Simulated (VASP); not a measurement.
# Sb (P4/mmm) in VASP: a series of runs

Runs on Sb. Level: r2SCAN. Tasks: single point.

Everything below comes from runs of VASP 6.6.1. Logs are shortened: lines on timing, memory, paths and dates and some standing lists are left out, and cuts for length are marked.

## Step 1: The cell of the first run

Symmetry: P4/mmm, No. 123, tetragonal system. Conventional cell: a = 2.974 Å, b = 2.974 Å, c = 3.568 Å, α = 90.00°, β = 90.00°, γ = 90.00°. Within 3.9 Å of Sb (site symmetry 4/mmm) lie 6 Sb at 2.97 to 3.57 Å.

## Step 2: Single point, r2SCAN

File POSCAR:

```
Sb
1.0
    2.9736738513      0.0000000000      0.0000000000
    0.0000000000      2.9736738513      0.0000000000
    0.0000000000      0.0000000000      3.5684086215
Sb
1
Direct
    0.0000000000      0.0000000000      0.0000000000
```

File INCAR.step1:

```
SYSTEM = Sb
  PREC = Accurate
  ENCUT = 520
  ISMEAR = 0
  SIGMA = 0.15
  LREAL = .FALSE.
  LASPH = .TRUE.
  NELM = 60
  NBANDS = 8
  GGA = PE
  ALGO = Normal
  EDIFF = 1E-4
  LWAVE = .TRUE.
  LCHARG = .FALSE.
```

File INCAR.step2:

```
SYSTEM = Sb
  PREC = Accurate
  ENCUT = 520
  EDIFF = 1E-6
  ISMEAR = 0
  SIGMA = 0.15
  LREAL = .FALSE.
  LASPH = .TRUE.
  NELM = 60
  ALGO = Normal
  ISIF = 2
  LWAVE = .FALSE.
  LCHARG = .FALSE.
  METAGGA = R2SCAN
  LMIXTAU = .TRUE.
  NBANDS = 8
  ISTART = 1
```

File KPOINTS:

```
regular mesh
0
G
  16 16 16
  0 0 0
```

Potentials or basis: VASP PAW PBE potentials, release 64 (Sb).

Run with:

```bash
> cat potpaw_PBE.64/Sb/POTCAR > POTCAR
> cp INCAR.step1 INCAR
> mpirun -np 1 vasp_std > vasp.out
> cp INCAR.step2 INCAR
> mpirun -np 1 vasp_std > vasp.out
```

OUTCAR:

```text
SYSTEM = Sb
   PREC = Accurate
   ENCUT = 520
   EDIFF = 1E-6
   ISMEAR = 0
   LREAL = .FALSE.
   LASPH = .TRUE.
   NELM = 60
   ISIF = 2
   METAGGA = R2SCAN
   ISTART = 1

 ion  position               nearest neighbor table
   1  0.000  0.000  0.000-

  LATTYP: Found a simple tetragonal cell.
 ALAT       =     2.9736738513
 C/A-ratio  =     1.2000000000

  Lattice vectors:

 A1 = (   2.9736738513,   0.0000000000,   0.0000000000)
 A2 = (   0.0000000000,   2.9736738513,   0.0000000000)
 A3 = (   0.0000000000,   0.0000000000,   3.5684086215)

Analysis of symmetry for initial positions (statically):
=====================================================================
 Subroutine PRICEL returns:
 Original cell was already a primitive cell.

 Routine SETGRP: Setting up the symmetry group for a
 simple tetragonal supercell.

 Subroutine GETGRP returns: Found 16 space group operations
 (whereof 16 operations were pure point group operations)
 out of a pool of 16 trial point group operations.

The static configuration has the point symmetry D_4h.

Analysis of symmetry for dynamics (positions and initial velocities):
=====================================================================
 Subroutine PRICEL returns:
 Original cell was already a primitive cell.

 Routine SETGRP: Setting up the symmetry group for a
 simple tetragonal supercell.

 Subroutine GETGRP returns: Found 16 space group operations
 (whereof 16 operations were pure point group operations)
 out of a pool of 16 trial point group operations.

The dynamic configuration has the point symmetry D_4h.

 Subroutine INISYM returns: Found 16 space group operations
 (whereof 16 operations are pure point group operations),
 and found     1 'primitive' translations

----------------------------------------------------------------------------------------

                                     Primitive cell

  volume of cell :      31.5545

  direct lattice vectors                    reciprocal lattice vectors
     2.973673851  0.000000000  0.000000000     0.336284357  0.000000000  0.000000000
     0.000000000  2.973673851  0.000000000     0.000000000  0.336284357  0.000000000
     0.000000000  0.000000000  3.568408622     0.000000000  0.000000000  0.280236964

  length of vectors
     2.973673851  2.973673851  3.568408622     0.336284357  0.336284357  0.280236964

  position of ions in fractional coordinates (direct lattice)
     0.000000000  0.000000000  0.000000000

  ion indices of the primitive-cell ions
   primitive index   ion index
                 1           1

----------------------------------------------------------------------------------------

 KPOINTS: regular mesh

Automatic generation of k-mesh.
 Grid dimensions read from file:
 generate k-points for:   16   16   16

 Generating k-lattice:

  Cartesian coordinates                     Fractional coordinates (reciprocal lattice)
     0.021017772  0.000000000  0.000000000     0.062500000  0.000000000  0.000000000
     0.000000000  0.021017772  0.000000000     0.000000000  0.062500000  0.000000000
     0.000000000  0.000000000  0.017514810     0.000000000  0.000000000  0.062500000

  Length of vectors
     0.021017772  0.021017772  0.017514810

  Shift w.r.t. Gamma in fractional coordinates (k-lattice)
     0.000000000  0.000000000  0.000000000

 Subroutine IBZKPT returns following result:
 ===========================================

 Found    405 irreducible k-points:

 Following reciprocal coordinates:
            Coordinates               Weight
  0.000000  0.000000  0.000000      1.000000
  0.062500  0.000000  0.000000      4.000000
  0.125000  0.000000  0.000000      4.000000
  0.187500  0.000000  0.000000      4.000000
  0.250000  0.000000  0.000000      4.000000
  0.312500  0.000000  0.000000      4.000000
[... 16 lines left out ...]
  0.437500  0.125000  0.000000      8.000000
  0.500000  0.125000  0.000000      4.000000
 [... further k-points ...]
   k-points           NKPTS =    405   k-points in BZ     NKDIM =    405   number of bands    NBANDS=      8
   number of dos      NEDOS =    301   number of ions     NIONS =      1
   total plane-waves  NPLWV =  16128
   dimension x,y,z NGX =    24 NGY =   24 NGZ =   28
   dimension x,y,z NGXF=    48 NGYF=   48 NGZF=   56
   ions per type =               1
   NGX,Y,Z   is equivalent  to a cutoff of  13.42, 13.42, 13.04 a.u.
   NGXF,Y,Z  is equivalent  to a cutoff of  26.83, 26.83, 26.09 a.u.
 SYSTEM =  Sb
   PREC   = accura    normal or accurate (medium, high low for compatibility)
   ISTART =      1    job   : 0-new  1-cont  2-samecut
   ICHARG =      0    charge: 1-file 2-atom 10-const
   ISPIN  =      1    spin polarized calculation?
   LNONCOLLINEAR =      F non collinear calculations
   LSORBIT =      F    spin-orbit coupling
   LASPH  =      T    aspherical Exc in radial PAW
   ENCUT  =  520.0 eV  38.22 Ry    6.18 a.u.   5.53  5.53  6.63*2*pi/ulx,y,z
   NELM   =     60;   NELMIN=  2; NELMDL=  0     # of ELM steps
   EDIFF  = 0.1E-05   stopping-criterion for ELM
   LREAL  =      F    real-space projection
   EDIFFG = 0.1E-04   stopping-criterion for IOM
   NSW    =      0    number of steps for IOM
   IBRION =     -1    ionic relax: 0-MD 1-quasi-New 2-CG
   NFREE  =      0    steps in history (QN), initial steepest desc. (CG)
   ISIF   =      2    stress and relaxation
   ISYM   =      2    0-nonsym 1-usesym 2-fastsym
   POTIM  = 0.5000    time-step for ionic-motion
   TEBEG  =    0.0;   TEEND  =   0.0 temperature during run
   PSTRESS=    0.0 pullay stress
   NELECT =       5.0000    total number of electrons
   NUPDOWN=      -1.0000    fix difference up-down
   EMIN   =  10.00;   EMAX   =-10.00  energy-range for DOS
   EFERMI =   0.00;   METHOD = LEGACY
   ISMEAR =     0;   SIGMA  =   0.15  broadening in eV -4-tet -1-fermi 0-gaus
   EFERMI_NEDOS =   21; number of points for ismear=-14 and -15
   IALGO  =     38    algorithm
   IMIX   =      4    mixing-type and parameters
     AMIX     =   0.40;   BMIX     =  1.00
     AMIX_MAG =   1.60;   BMIX_MAG =  1.00
  volume/ion in A,a.u.               =      31.55       212.94
  Fermi-wavevector in a.u.,A,eV,Ry     =   0.885886  1.674081 10.677766  0.784794
  Thomas-Fermi vector in A             =   2.006979
   LORBIT       =      0    0 simple, 1 ext, 2 COOP (PROOUT), +10 PAW based schemes
   METAGGA = R2SCAN    functional components
   LHFCALC =     F    Hartree Fock is set to
   AEXX    =    0.0000 exact exchange contribution
   IVDW    =     0    specifies the selected vdW correction
   LEPSILON=     F    determine dielectric tensor
   LRPA    =     F    only Hartree local field effects (RPA)
 non-spin polarized calculation
 Gauss-broadening in eV      SIGMA  =   0.15
  energy-cutoff  :      520.00
  volume of cell :       31.55
 maximum number of plane-waves:       870
 NGX is ok and might be reduce to    24

 number of electron       5.0000000 magnetization

 Free energy of the ion-electron system (eV)
  ---------------------------------------------------
  ext. energy  EPLUGINS =         0.00000000
  ---------------------------------------------------
  free energy    TOTEN  =       -25.44619757 eV

  energy without entropy =      -25.43986200  energy(sigma->0) =      -25.44302978

 E-fermi :   6.3144     XC(G=0):  -9.8214

 val. band max:        6.3035736249   @ k =   0.4375   0.4375   0.4375
 cond. band min:       6.3200476491   @ k =   0.2500   0.1250   0.4375
 fundamental gap:      0.0164740242
 Fermi energy:         6.3143871427

 k-point     1 :       0.0000    0.0000    0.0000
  band No.  band energies     occupation
      1      -6.4497      2.00000
      2       6.6241      0.00350
      3      11.2955      0.00000
      4      11.2955      0.00000
      5      11.3314      0.00000
      6      14.6593      0.00000
      7      16.7481      0.00000
      8      23.9000      0.00000

 k-point     2 :       0.0625    0.0000    0.0000
  band No.  band energies     occupation
      1      -6.3812      2.00000
      2       6.6923      0.00037
      3      10.3554      0.00000
      4      11.3674      0.00000
      5      11.4129      0.00000
      6      15.1539      0.00000
      7      17.2732      0.00000
      8      22.8505      0.00000

 k-point     3 :       0.1250    0.0000    0.0000
  band No.  band energies     occupation
      1      -6.1764      2.00000
      2       6.8938      0.00000
      3       8.6373      0.00000
      4      11.5796      0.00000
      5      11.5920      0.00000
      6      15.6497      0.00000
      7      18.7776      0.00000
      8      21.4269      0.00000

 k-point     4 :       0.1875    0.0000    0.0000
  band No.  band energies     occupation
      1      -5.8376      2.00000
      2       6.8169      0.00000
      3       7.2181      0.00000
      4      11.8892      0.00000
      5      11.9212      0.00000
      6      15.9983      0.00000
      7      20.0086      0.00000
      8      20.5462      0.00000

 k-point     5 :       0.2500    0.0000    0.0000
  band No.  band energies     occupation
      1      -5.3713      2.00000
      2       5.0638      2.00000
      3       7.6452      0.00000
      4      12.3047      0.00000
      5      12.3710      0.00000
      6      16.3520      0.00000
      7      18.6607      0.00000
      8      20.6026      0.00000
[... 177 lines left out ...]
 k-point    22 :       0.3750    0.1250    0.0000
  band No.  band energies     occupation
      1      -3.8673      2.00000
      2       2.3005      2.00000
      3       8.9148      0.00000
      4      10.8004      0.00000
      5      13.7698      0.00000
      6      16.6268      0.00000
      7      17.0097      0.00000
      8      17.9413      0.00000

 k-point    23 :       0.4375    0.1250    0.0000
  band No.  band energies     occupation
      1      -3.2571      2.00000
      2       1.2328      2.00000
      3       9.3138      0.00000
      4      11.2650      0.00000
      5      14.5188      0.00000
      6      15.9121      0.00000
      7      16.1287      0.00000
      8      16.9818      0.00000

 k-point    24 :       0.5000    0.1250    0.0000
  band No.  band energies     occupation
      1      -2.9715      2.00000
      2       0.7938      2.00000
      3       9.4719      0.00000
      4      11.4601      0.00000
      5      15.2210      0.00000
      6      15.4465      0.00000
      7      15.6485      0.00000
      8      16.5480      0.00000

 [... further k-points ...]

------------------------ aborting loop because EDIFF is reached ----------------------------------------

  FORCE on cell =-STRESS in cart. coord.  units (eV):
  Direction    XX          YY          ZZ          XY          YZ          ZX
  --------------------------------------------------------------------------------------
  -------------------------------------------------------------------------------------
  Total        0.7243717      0.7243717     -1.7573604      0.0000000      0.0000000     -0.0000000
  in kB       36.7799211     36.7799211    -89.2298515      0.0000000      0.0000000     -0.0000000
  external PRESSURE =      -5.2233364 kB  Pullay stress =       0.0000000 kB

 VOLUME and BASIS-vectors are now :
 -----------------------------------------------------------------------------
  energy-cutoff  :      520.00
  volume of cell :       31.55
      direct lattice vectors                 reciprocal lattice vectors
     2.973673851  0.000000000  0.000000000     0.336284357  0.000000000  0.000000000
     0.000000000  2.973673851  0.000000000     0.000000000  0.336284357  0.000000000
     0.000000000  0.000000000  3.568408622     0.000000000  0.000000000  0.280236964

 POSITION                                       TOTAL-FORCE (eV/Angst)
 -----------------------------------------------------------------------------------
      0.00000      0.00000      0.00000         0.000000      0.000000      0.000000
 -----------------------------------------------------------------------------------
    total drift:                               -0.000000      0.000000      0.000000

  FREE ENERGIE OF THE ION-ELECTRON SYSTEM (eV)
  ---------------------------------------------------
  free  energy   TOTEN  =       -25.4461975692 eV

  energy  without entropy=      -25.4398619970  energy(sigma->0) =      -25.44302978
```

Run time: 3.3 min. Hardware: 1 thread of Intel Xeon Platinum 8259CL at 2.50GHz (Skylake/Cascade Lake), shared host; peak memory 0.22 GiB.

What came out:

```yaml
Free_energy: -25.4462 eV
Pressure: -0.5 GPa
```

Caveat: the PAW data sets were made with another functional, which shifts forces and pressure a little; spin-orbit coupling is left out, which moves the levels of the heavy elements.

## Step 3: Single point, r2SCAN

This run uses another cell than the first one, of the same volume but with other edges.

File POSCAR:

```
Sb
1.0
    3.4328557011      0.0000000000      0.0000000000
    0.0000000000      3.4328557011      0.0000000000
    0.0000000000      0.0000000000      2.6776274468
Sb
1
Direct
    0.0000000000      0.0000000000      0.0000000000
```

File INCAR.step1:

```
SYSTEM = Sb
  ALGO = Normal
  EDIFF = 1E-4
  ENCUT = 520
  GGA = PE
  ISMEAR = 0
  LASPH = .TRUE.
  LCHARG = .FALSE.
  LREAL = .FALSE.
  LWAVE = .TRUE.
  NBANDS = 8
  NELM = 80
  PREC = Accurate
  SIGMA = 0.15
```

File INCAR.step2:

```
SYSTEM = Sb
  ALGO = Normal
  EDIFF = 1E-7
  ENCUT = 520
  ISIF = 2
  ISMEAR = 0
  ISTART = 1
  LASPH = .TRUE.
  LCHARG = .FALSE.
  LMIXTAU = .TRUE.
  LREAL = .FALSE.
  LWAVE = .FALSE.
  METAGGA = R2SCAN
  NBANDS = 8
  NELM = 80
  PREC = Accurate
  SIGMA = 0.15
```

File KPOINTS:

```
k-points
0
G
  16 16 16
  0 0 0
```

Potentials or basis: VASP PAW PBE potentials, release 64 (Sb).

Run with:

```bash
> cat potpaw_PBE.64/Sb/POTCAR > POTCAR
> cp INCAR.step1 INCAR
> mpirun -np 1 vasp_std > vasp.out
> cp INCAR.step2 INCAR
> mpirun -np 1 vasp_std > vasp.out
```

OUTCAR:

```text
SYSTEM = Sb
   EDIFF = 1E-7
   ENCUT = 520
   ISIF = 2
   ISMEAR = 0
   ISTART = 1
   LASPH = .TRUE.
   LREAL = .FALSE.
   METAGGA = R2SCAN
   NELM = 80
   PREC = Accurate

 ion  position               nearest neighbor table
   1  0.000  0.000  0.000-

  LATTYP: Found a simple tetragonal cell.
 ALAT       =     3.4328557011
 C/A-ratio  =     0.7800000000

  Lattice vectors:

 A1 = (   3.4328557011,   0.0000000000,   0.0000000000)
[... 444 lines left out ...]
      7      19.3449      0.00000
      8      20.7909      0.00000

 [... further k-points ...]

------------------------ aborting loop because EDIFF is reached ----------------------------------------

  FORCE on cell =-STRESS in cart. coord.  units (eV):
  Direction    XX          YY          ZZ          XY          YZ          ZX
  --------------------------------------------------------------------------------------
  -------------------------------------------------------------------------------------
  Total       -1.5621466     -1.5621466      5.5952061      0.0000000     -0.0000000     -0.0000000
  in kB      -79.3178845    -79.3178845    284.0962000      0.0000000     -0.0000000     -0.0000000
  external PRESSURE =      41.8201436 kB  Pullay stress =       0.0000000 kB

 VOLUME and BASIS-vectors are now :
 -----------------------------------------------------------------------------
  energy-cutoff  :      520.00
  volume of cell :       31.55
      direct lattice vectors                 reciprocal lattice vectors
     3.432855701  0.000000000  0.000000000     0.291302661  0.000000000  0.000000000
     0.000000000  3.432855701  0.000000000     0.000000000  0.291302661  0.000000000
     0.000000000  0.000000000  2.677627447     0.000000000  0.000000000  0.373464950

 POSITION                                       TOTAL-FORCE (eV/Angst)
 -----------------------------------------------------------------------------------
      0.00000      0.00000      0.00000         0.000000      0.000000      0.000000
 -----------------------------------------------------------------------------------
    total drift:                                0.000000     -0.000000      0.000000

  FREE ENERGIE OF THE ION-ELECTRON SYSTEM (eV)
  ---------------------------------------------------
  free  energy   TOTEN  =       -25.0976586941 eV

  energy  without entropy=      -25.0905494185  energy(sigma->0) =      -25.09410406
```

OUTCAR.step1:

```text
SYSTEM = Sb
   EDIFF = 1E-4
   ENCUT = 520
   GGA = PE
   ISMEAR = 0
   LASPH = .TRUE.
[... 483 lines left out ...]
 -----------------------------------------------------------------------------------
      0.00000      0.00000      0.00000         0.000000      0.000000      0.000000
 -----------------------------------------------------------------------------------
    total drift:                                0.000000      0.000000      0.000000

  FREE ENERGIE OF THE ION-ELECTRON SYSTEM (eV)
  ---------------------------------------------------
  free  energy   TOTEN  =        -3.5636126156 eV

  energy  without entropy=       -3.5563840852  energy(sigma->0) =       -3.55999835
```

OSZICAR.step1:

```text
N       E                     dE             d eps       ncg     rms          rms(c)
DAV:   1     0.607452480774E+01    0.60745E+01   -0.16228E+03  6528   0.402E+02
DAV:   2    -0.344320175465E+01   -0.95177E+01   -0.92229E+01  9296   0.525E+01
DAV:   3    -0.356568317028E+01   -0.12248E+00   -0.12136E+00  7776   0.687E+00
DAV:   4    -0.356625017703E+01   -0.56701E-03   -0.56697E-03  9696   0.549E-01
DAV:   5    -0.356625207155E+01   -0.18945E-05   -0.18948E-05  8240   0.202E-02    0.224E+00
DAV:   6    -0.356377346912E+01    0.24786E-02   -0.33736E-03  8256   0.294E-01    0.133E+00
DAV:   7    -0.356356320242E+01    0.21027E-03   -0.63383E-03  7600   0.416E-01    0.519E-02
DAV:   8    -0.356361261559E+01   -0.49413E-04   -0.54717E-04  7808   0.141E-01
   1 F= -.35636126E+01 E0= -.35599984E+01  d E =-.722853E-02
```

Run time: 4.4 min. Hardware: 1 thread of Intel Xeon Platinum 8259CL at 2.50GHz (Skylake/Cascade Lake), shared host; peak memory 0.23 GiB.

Results:

```
Free energy : -25.0977 eV
Pressure    : 4.2 GPa
```

Stress tensor (GPa, compression positive):
```
-7.93  0.00  0.00
 0.00 -7.93  0.00
 0.00  0.00 28.41
```

Caveat: the PAW data sets were made with another functional, which shifts forces and pressure a little; spin-orbit coupling is left out, which moves the levels of the heavy elements.

[end of part 1 of 2]
